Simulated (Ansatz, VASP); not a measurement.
TaTe: VASP beside Ansatz

The input INCAR:

```
PREC = Accurate ; ENCUT = 520
EDIFF = 1E-7 ; ISMEAR = 0
SIGMA = 0.05 ; LREAL = False
LASPH = True ; NELM = 150
ALGO = Normal ; ISIF = 2
LWAVE = False ; LCHARG = False
ISPIN = 2 ; MAGMOM = 2 0
LORBIT = 11 ; LMAXMIX = 4
GGA = PS ; NBANDS = 20
```

File KPOINTS:

```
Automatic mesh
0
Gamma
  10 10 10
```

POSCAR

```
TaTe
1.0
    0.0000000000      3.1599278669      3.1599278669
    3.1599278669      0.0000000000      3.1599278669
    3.1599278669      3.1599278669      0.0000000000
Ta Te
1 1
Direct
    0.0000000000      0.0000000000      0.0000000000
    0.2500000000      0.2500000000      0.2500000000
```

Input for Ansatz:

```yaml
crystal:
  lattice:
    - [0.0, 3.1599278669, 3.1599278669]
    - [3.1599278669, 0.0, 3.1599278669]
    - [3.1599278669, 3.1599278669, 0.0]
  atoms:
    - { symbol: Ta, position: [0.0, 0.0, 0.0], spin: 2.0 }
    - { symbol: Te, position: [0.25, 0.25, 0.25] }
basis:
  ecutwfc: 420
  ecutrho_ratio: 4
kpoints:
  mp_grid: { grid: [10, 10, 10] }
hamiltonian:
  xc: pbesol
scf:
  occupations: { method: gaussian, width: 0.05 }
output:
  forces: true
  stress: true
magnetization:
  spin_polarized: true
```

Alike in both runs: task single point; functional PBEsol; k mesh 10 × 10 × 10; occupations gaussian, width 0.05 eV; collinear spin.

|  | VASP | Ansatz |
| --- | --- | --- |
| version | VASP 6.6.1 | Ansatz 0.2.0 |
| potentials or method | VASP PAW PBE potentials, release 64 (Ta_pv, Te), cutoff 520 eV | scalar-relativistic, plane waves, PAW |
| valence electrons in the cell | 17 | 29 |

Ansatz gave:

```
pressure (GPa)                                                : -2.9
net moment per atom (μB)                                      : 1.01
size of the moment on the site where the two differ most (μB) : 1.23
```

Problem. What did VASP give for the same quantities?

Solution. Pressure (GPa): -2.8; net moment per atom (μB): 1.01; size of the moment on the site where the two differ most (μB): 1.37.

VASP's potentials were made for PBE, not for PBEsol. Site moments also hang on the region over which each program counts them. VASP's potentials hold 17 valence electrons a cell and Ansatz's 29, so a difference there can come from the potentials and not from the codes.

Spin-orbit coupling is off throughout.
